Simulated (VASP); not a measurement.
# InP (Pm-3m) in VASP: a series of runs

The runs below take InP through single point, with r2SCAN, PBE.

All numbers are computed with VASP 6.6.1; they aren't measurements. Logs are shortened: lines on timing, memory, paths and dates and some standing lists are left out, and cuts for length are marked.

## Step 1: The cell of the first run

The structure is cubic, space group Pm-3m (No. 221). Conventional cell: a = 3.413 Å, b = 3.413 Å, c = 3.413 Å, α = 90.00°, β = 90.00°, γ = 90.00°. Within 3.9 Å of In (site symmetry m-3m) lie 8 P at 2.96 Å and 6 In at 3.41 Å. P (site symmetry m-3m) has 8 In at 2.96 Å and 6 P at 3.41 Å within 3.9 Å.

## Step 2: Single point, r2SCAN

The input, POSCAR:

```
InP
1.0
    3.4134140339      0.0000000000      0.0000000000
    0.0000000000      3.4134140339      0.0000000000
    0.0000000000      0.0000000000      3.4134140339
In P
1 1
Direct
    0.0000000000      0.0000000000      0.0000000000
    0.5000000000      0.5000000000      0.5000000000
```

The input, INCAR.step1:

```
ALGO = Normal
EDIFF = 1E-4
ENCUT = 520
GGA = PE
ISMEAR = -1
LASPH = T
LCHARG = F
LREAL = F
LWAVE = T
NBANDS = 16
NELM = 80
PREC = Accurate
SIGMA = 0.02
```

The input, INCAR.step2:

```
ALGO = Normal
EDIFF = 1E-6
ENCUT = 520
ISIF = 2
ISMEAR = -1
ISTART = 1
LASPH = T
LCHARG = F
LMIXTAU = T
LREAL = F
LWAVE = F
METAGGA = R2SCAN
NBANDS = 16
NELM = 80
PREC = Accurate
SIGMA = 0.02
```

The input, KPOINTS:

```
k-points
0
Gamma
  6 6 6
```

Potentials or basis: VASP PAW PBE potentials, release 64 (In_d, P).

The run is started by

```bash
cat potpaw_PBE.64/In_d/POTCAR potpaw_PBE.64/P/POTCAR > POTCAR
cp INCAR.step1 INCAR
mpirun -np 1 vasp_std > vasp.out
cp INCAR.step2 INCAR
mpirun -np 1 vasp_std > vasp.out
```

OUTCAR:

```text
EDIFF = 1E-6
   ENCUT = 520
   ISIF = 2
   ISMEAR = -1
   ISTART = 1
   LASPH = T
   LREAL = F
   METAGGA = R2SCAN
   NELM = 80
   PREC = Accurate

 ion  position               nearest neighbor table
   1  0.000  0.000  0.000-   2 2.96   2 2.96   2 2.96   2 2.96   2 2.96   2 2.96   2 2.96   2 2.96

   2  0.500  0.500  0.500-   1 2.96   1 2.96   1 2.96   1 2.96   1 2.96   1 2.96   1 2.96   1 2.96

  LATTYP: Found a simple cubic cell.
 ALAT       =     3.4134140339

  Lattice vectors:

 A1 = (   3.4134140339,   0.0000000000,   0.0000000000)
 A2 = (   0.0000000000,   3.4134140339,   0.0000000000)
 A3 = (   0.0000000000,   0.0000000000,   3.4134140339)

Analysis of symmetry for initial positions (statically):
=====================================================================
 Subroutine PRICEL returns:
 Original cell was already a primitive cell.

 Routine SETGRP: Setting up the symmetry group for a
 simple cubic supercell.

 Subroutine GETGRP returns: Found 48 space group operations
 (whereof 48 operations were pure point group operations)
 out of a pool of 48 trial point group operations.

The static configuration has the point symmetry O_h .

Analysis of symmetry for dynamics (positions and initial velocities):
=====================================================================
 Subroutine PRICEL returns:
 Original cell was already a primitive cell.

 Routine SETGRP: Setting up the symmetry group for a
 simple cubic supercell.

 Subroutine GETGRP returns: Found 48 space group operations
 (whereof 48 operations were pure point group operations)
 out of a pool of 48 trial point group operations.

The dynamic configuration has the point symmetry O_h .

 Subroutine INISYM returns: Found 48 space group operations
 (whereof 48 operations are pure point group operations),
 and found     1 'primitive' translations

----------------------------------------------------------------------------------------

                                     Primitive cell

  volume of cell :      39.7710

  direct lattice vectors                    reciprocal lattice vectors
     3.413414034  0.000000000  0.000000000     0.292961824  0.000000000  0.000000000
     0.000000000  3.413414034  0.000000000     0.000000000  0.292961824  0.000000000
     0.000000000  0.000000000  3.413414034     0.000000000  0.000000000  0.292961824

  length of vectors
     3.413414034  3.413414034  3.413414034     0.292961824  0.292961824  0.292961824

  position of ions in fractional coordinates (direct lattice)
     0.000000000  0.000000000  0.000000000
     0.500000000  0.500000000  0.500000000

  ion indices of the primitive-cell ions
   primitive index   ion index
                 1           1
                 2           2

----------------------------------------------------------------------------------------

 KPOINTS: k-points

Automatic generation of k-mesh.
 Grid dimensions read from file:
 generate k-points for:    6    6    6

 Generating k-lattice:

  Cartesian coordinates                     Fractional coordinates (reciprocal lattice)
     0.048826971  0.000000000  0.000000000     0.166666667  0.000000000  0.000000000
     0.000000000  0.048826971  0.000000000     0.000000000  0.166666667  0.000000000
     0.000000000  0.000000000  0.048826971     0.000000000  0.000000000  0.166666667

  Length of vectors
     0.048826971  0.048826971  0.048826971

  Shift w.r.t. Gamma in fractional coordinates (k-lattice)
     0.000000000  0.000000000  0.000000000

 Subroutine IBZKPT returns following result:
 ===========================================

 Found     20 irreducible k-points:

 Following reciprocal coordinates:
            Coordinates               Weight
  0.000000  0.000000  0.000000      1.000000
  0.166667  0.000000  0.000000      6.000000
  0.333333  0.000000  0.000000      6.000000
  0.500000  0.000000  0.000000      3.000000
  0.166667  0.166667  0.000000     12.000000
  0.333333  0.166667  0.000000     24.000000
[... 12 lines left out ...]
  0.500000  0.500000  0.333333      6.000000
  0.500000  0.500000  0.500000      1.000000
   k-points           NKPTS =     20   k-points in BZ     NKDIM =     20   number of bands    NBANDS=     16
   number of dos      NEDOS =    301   number of ions     NIONS =      2
   total plane-waves  NPLWV =  21952
   dimension x,y,z NGX =    28 NGY =   28 NGZ =   28
   dimension x,y,z NGXF=    56 NGYF=   56 NGZF=   56
   ions per type =               1   1
   NGX,Y,Z   is equivalent  to a cutoff of  13.64, 13.64, 13.64 a.u.
   NGXF,Y,Z  is equivalent  to a cutoff of  27.27, 27.27, 27.27 a.u.
 SYSTEM =  unknown system
   PREC   = accura    normal or accurate (medium, high low for compatibility)
   ISTART =      1    job   : 0-new  1-cont  2-samecut
   ICHARG =      0    charge: 1-file 2-atom 10-const
   ISPIN  =      1    spin polarized calculation?
   LNONCOLLINEAR =      F non collinear calculations
   LSORBIT =      F    spin-orbit coupling
   LASPH  =      T    aspherical Exc in radial PAW
   ENCUT  =  520.0 eV  38.22 Ry    6.18 a.u.   6.35  6.35  6.35*2*pi/ulx,y,z
   NELM   =     80;   NELMIN=  2; NELMDL=  0     # of ELM steps
   EDIFF  = 0.1E-05   stopping-criterion for ELM
   LREAL  =      F    real-space projection
   EDIFFG = 0.1E-04   stopping-criterion for IOM
   NSW    =      0    number of steps for IOM
   IBRION =     -1    ionic relax: 0-MD 1-quasi-New 2-CG
   NFREE  =      0    steps in history (QN), initial steepest desc. (CG)
   ISIF   =      2    stress and relaxation
   ISYM   =      2    0-nonsym 1-usesym 2-fastsym
   POTIM  = 0.5000    time-step for ionic-motion
   TEBEG  =    0.0;   TEEND  =   0.0 temperature during run
   PSTRESS=    0.0 pullay stress
   NELECT =      18.0000    total number of electrons
   NUPDOWN=      -1.0000    fix difference up-down
   EMIN   =  10.00;   EMAX   =-10.00  energy-range for DOS
   EFERMI =   0.00;   METHOD = LEGACY
   ISMEAR =    -1;   SIGMA  =   0.02  broadening in eV -4-tet -1-fermi 0-gaus
   EFERMI_NEDOS =   21; number of points for ismear=-14 and -15
   IALGO  =     38    algorithm
   IMIX   =      4    mixing-type and parameters
     AMIX     =   0.40;   BMIX     =  1.00
     AMIX_MAG =   1.60;   BMIX_MAG =  1.00
  volume/ion in A,a.u.               =      19.89       134.19
  Fermi-wavevector in a.u.,A,eV,Ry     =   1.256927  2.375247 21.495372  1.579865
  Thomas-Fermi vector in A             =   2.390611
   LORBIT       =      0    0 simple, 1 ext, 2 COOP (PROOUT), +10 PAW based schemes
   METAGGA = R2SCAN    functional components
   LHFCALC =     F    Hartree Fock is set to
   AEXX    =    0.0000 exact exchange contribution
   IVDW    =     0    specifies the selected vdW correction
   LEPSILON=     F    determine dielectric tensor
   LRPA    =     F    only Hartree local field effects (RPA)
 non-spin polarized calculation
  energy-cutoff  :      520.00
  volume of cell :       39.77
 maximum number of plane-waves:      1108
 NGX is ok and might be reduce to    28
   NGX = 13   NGY = 13   NGZ = 13

 number of electron      17.9999992 magnetization

 Free energy of the ion-electron system (eV)
  ---------------------------------------------------
  ext. energy  EPLUGINS =         0.00000000
  ---------------------------------------------------
  free energy    TOTEN  =       -30.78236523 eV

  energy without entropy =      -30.78142975  energy(sigma->0) =      -30.78189749

 E-fermi :   8.2920     XC(G=0): -11.5260

 val. band max:        8.1860809229   @ k =   0.5000   0.5000   0.1667
 cond. band min:       8.3578772734   @ k =   0.3333   0.0000   0.0000
 fundamental gap:      0.1717963505
 Fermi energy:         8.2919742216

 k-point     1 :       0.0000    0.0000    0.0000
  band No.  band energies     occupation
      1      -7.0879      2.00000
      2      -7.0879      2.00000
      3      -6.7949      2.00000
      4      -6.7949      2.00000
      5      -6.7949      2.00000
      6      -5.1081      2.00000
[... 8 lines left out ...]
     15      19.0899      0.00000
     16      21.8489      0.00000

 k-point     2 :       0.1667    0.0000    0.0000
  band No.  band energies     occupation
      1      -7.0816      2.00000
      2      -7.0312      2.00000
      3      -6.8235      2.00000
      4      -6.8235      2.00000
      5      -6.7918      2.00000
      6      -4.7812      2.00000
[... 8 lines left out ...]
     15      18.0210      0.00000
     16      21.8754      0.00000

 k-point     3 :       0.3333    0.0000    0.0000
  band No.  band energies     occupation
      1      -7.0691      2.00000
      2      -6.9211      2.00000
      3      -6.8797      2.00000
      4      -6.8797      2.00000
      5      -6.7856      2.00000
      6      -3.8843      2.00000
[... 8 lines left out ...]
     15      19.5574      0.00000
     16      20.3538      0.00000

 k-point     4 :       0.5000    0.0000    0.0000
  band No.  band energies     occupation
      1      -7.0629      2.00000
      2      -6.9075      2.00000
      3      -6.9075      2.00000
      4      -6.8672      2.00000
      5      -6.7825      2.00000
      6      -3.1334      2.00000
[... 8 lines left out ...]
     15      18.4615      0.00000
     16      21.9603      0.00000

 k-point     5 :       0.1667    0.1667    0.0000
  band No.  band energies     occupation
      1      -7.0517      2.00000
      2      -6.9958      2.00000
      3      -6.8703      2.00000
      4      -6.8227      2.00000
      5      -6.8161      2.00000
      6      -4.4381      2.00000
[... 8 lines left out ...]
     15      18.7281      0.00000
     16      20.0924      0.00000

 k-point     6 :       0.3333    0.1667    0.0000
  band No.  band energies     occupation
      1      -7.0313      2.00000
      2      -6.9540      2.00000
      3      -6.8880      2.00000
      4      -6.8740      2.00000
      5      -6.8111      2.00000
      6      -3.5182      2.00000
[... 8 lines left out ...]
     15      20.0214      0.00000
     16      20.4468      0.00000

 k-point     7 :       0.5000    0.1667    0.0000
  band No.  band energies     occupation
      1      -7.0236      2.00000
      2      -6.9928      2.00000
      3      -6.9007      2.00000
      4      -6.8321      2.00000
      5      -6.8072      2.00000
      6      -2.7572      2.00000
[... 8 lines left out ...]
     15      20.4347      0.00000
     16      20.5083      0.00000

 k-point     8 :       0.3333    0.3333    0.0000
  band No.  band energies     occupation
      1      -7.0846      2.00000
      2      -6.9856      2.00000
      3      -6.8652      2.00000
      4      -6.8588      2.00000
      5      -6.7916      2.00000
      6      -2.5738      2.00000
[... 8 lines left out ...]
     15      18.4870      0.00000
     16      21.3745      0.00000

 k-point     9 :       0.5000    0.3333    0.0000
  band No.  band energies     occupation
      1      -7.1422      2.00000
      2      -6.9722      2.00000
      3      -6.8871      2.00000
      4      -6.8560      2.00000
      5      -6.7349      2.00000
      6      -1.8292      2.00000
[... 8 lines left out ...]
     15      18.6383      0.00000
     16      20.5509      0.00000
[... 96 lines left out ...]
 k-point    15 :       0.5000    0.3333    0.1667
  band No.  band energies     occupation
      1      -7.1148      2.00000
      2      -6.9378      2.00000
      3      -6.9063      2.00000
      4      -6.8958      2.00000
      5      -6.7302      2.00000
      6      -1.6037      2.00000
[... 8 lines left out ...]
     15      20.5122      0.00000
     16      20.5412      0.00000

 k-point    16 :       0.5000    0.5000    0.1667
  band No.  band energies     occupation
      1      -7.1717      2.00000
      2      -6.9266      2.00000
      3      -6.9266      2.00000
      4      -6.8855      2.00000
      5      -6.6759      2.00000
      6      -1.0279      2.00000
[... 8 lines left out ...]
     15      21.0446      0.00000
     16      21.0446      0.00000

 k-point    17 :       0.3333    0.3333    0.3333
  band No.  band energies     occupation
      1      -7.0471      2.00000
      2      -6.9820      2.00000
      3      -6.9820      2.00000
      4      -6.7803      2.00000
      5      -6.7803      2.00000
      6      -1.5667      2.00000
[... 8 lines left out ...]
     15      21.2452      0.00000
     16      21.3182      0.00000

 k-point    18 :       0.5000    0.3333    0.3333
  band No.  band energies     occupation
      1      -7.0739      2.00000
      2      -7.0208      2.00000
      3      -6.9779      2.00000
      4      -6.7774      2.00000
      5      -6.7119      2.00000
      6      -1.0647      2.00000
[... 8 lines left out ...]
     15      21.9570      0.00000
     16      23.7642      0.00000

 k-point    19 :       0.5000    0.5000    0.3333
  band No.  band energies     occupation
      1      -7.0972      2.00000
      2      -7.0164      2.00000
      3      -7.0164      2.00000
      4      -6.7435      2.00000
      5      -6.6731      2.00000
      6      -0.7210      2.00000
[... 8 lines left out ...]
     15      24.8504      0.00000
     16      24.8504      0.00000

 k-point    20 :       0.5000    0.5000    0.5000
  band No.  band energies     occupation
      1      -7.0598      2.00000
      2      -7.0598      2.00000
      3      -7.0598      2.00000
      4      -6.6717      2.00000
      5      -6.6717      2.00000
      6      -0.5319      2.00000
[... 8 lines left out ...]
     15      26.2730      0.00000
     16      27.1633      0.00000

------------------------ aborting loop because EDIFF is reached ----------------------------------------

  FORCE on cell =-STRESS in cart. coord.  units (eV):
  Direction    XX          YY          ZZ          XY          YZ          ZX
  --------------------------------------------------------------------------------------
  -------------------------------------------------------------------------------------
  Total        0.0238348      0.0238348      0.0238348     -0.0000000      0.0000000      0.0000000
  in kB        0.9601868      0.9601868      0.9601868     -0.0000000      0.0000000      0.0000000
  external PRESSURE =       0.9601868 kB  Pullay stress =       0.0000000 kB

 VOLUME and BASIS-vectors are now :
 -----------------------------------------------------------------------------
  energy-cutoff  :      520.00
  volume of cell :       39.77
      direct lattice vectors                 reciprocal lattice vectors
     3.413414034  0.000000000  0.000000000     0.292961824  0.000000000  0.000000000
     0.000000000  3.413414034  0.000000000     0.000000000  0.292961824  0.000000000
     0.000000000  0.000000000  3.413414034     0.000000000  0.000000000  0.292961824

 POSITION                                       TOTAL-FORCE (eV/Angst)
 -----------------------------------------------------------------------------------
      0.00000      0.00000      0.00000         0.000000      0.000000      0.000000
      1.70671      1.70671      1.70671         0.000000      0.000000      0.000000
 -----------------------------------------------------------------------------------
    total drift:                               -0.000000      0.000000     -0.000000

  FREE ENERGIE OF THE ION-ELECTRON SYSTEM (eV)
  ---------------------------------------------------
  free  energy   TOTEN  =       -30.7823652277 eV

  energy  without entropy=      -30.7814297503  energy(sigma->0) =      -30.78189749
```

It took 77 s on 1 thread of Intel Xeon 8259CL, shared host; peak memory 0.16 GiB.

What came out:

* Free energy: -30.7824 eV
* Pressure: 0.1 GPa
* Band gap on the k mesh: zero (bands 9 and 10 overlap by 2.64 eV)

Levels at points of the mesh, in eV from the Fermi level:
| k point | band 6 | band 7 | band 8 | band 9 | band 10 | band 11 | band 12 | band 13 |
| --- | --- | --- | --- | --- | --- | --- | --- | --- |
| (0.00, 0.00, 0.00) | -13.40 | -1.26 | -1.11 | -1.11 | -1.11 | 4.97 | 4.97 | 10.80 |
| (0.50, 0.00, 0.00) | -11.43 | -8.04 | 0.68 | 0.68 | 3.07 | 4.02 | 5.23 | 5.23 |
| (0.50, 0.50, 0.00) | -9.45 | -5.32 | -5.32 | -3.88 | 1.10 | 7.26 | 7.26 | 8.24 |
| (0.50, 0.50, 0.50) | -8.82 | -2.62 | -2.62 | -2.62 | -0.49 | -0.27 | -0.27 | -0.27 |

Caveat: the PAW data sets were made with another functional, which shifts forces and pressure a little; spin-orbit coupling is left out, which moves the levels of the heavy elements.

## Step 3: Single point, PBE

The input, INCAR:

```
SYSTEM = InP
  PREC = Accurate
  ENCUT = 520
  EDIFF = 1E-6
  ISMEAR = -1
  SIGMA = 0.02
  LREAL = .FALSE.
  LASPH = .TRUE.
  NELM = 80
  ALGO = Normal
  ISIF = 2
  LWAVE = .FALSE.
  LCHARG = .FALSE.
  GGA = PE
  NBANDS = 16
```

The input, KPOINTS:

```
Automatic mesh
0
G
  8 8 8
  0 0 0
```

POSCAR is that of step 2.

Potentials or basis: VASP PAW PBE potentials, release 64 (In_d, P).

The run is started by

```bash
cat potpaw_PBE.64/In_d/POTCAR potpaw_PBE.64/P/POTCAR > POTCAR
mpirun -np 1 vasp_std > vasp.out
```

It took 34 s on 1 thread of Intel Xeon 8259CL, shared host; peak memory 0.17 GiB.

Results (log left out):

- Free energy: -7.1874 eV
- Pressure: 2.1 GPa
- Band gap on the k mesh: zero (bands 9 and 10 overlap by 2.72 eV)

Levels at points of the mesh, in eV from the Fermi level:
| k point | band 5 | band 6 | band 7 | band 8 | band 9 | band 10 | band 11 | band 12 | band 13 | band 14 |
| --- | --- | --- | --- | --- | --- | --- | --- | --- | --- | --- |
| (0.00, 0.00, 0.00) | -14.19 | -12.64 | -1.35 | -0.86 | -0.86 | -0.86 | 4.76 | 4.76 | 10.31 | 10.31 |
| (0.50, 0.00, 0.00) | -14.18 | -10.74 | -7.58 | 0.83 | 0.83 | 2.80 | 3.83 | 5.15 | 5.15 | 5.91 |
| (0.50, 0.50, 0.00) | -14.07 | -8.88 | -4.92 | -4.92 | -3.68 | 1.22 | 6.89 | 6.89 | 7.80 | 8.81 |
| (0.50, 0.50, 0.50) | -14.06 | -8.31 | -2.31 | -2.31 | -2.31 | -0.44 | -0.20 | -0.20 | -0.20 | 17.17 |

Caveat: spin-orbit coupling is left out, which moves the levels of the heavy elements.
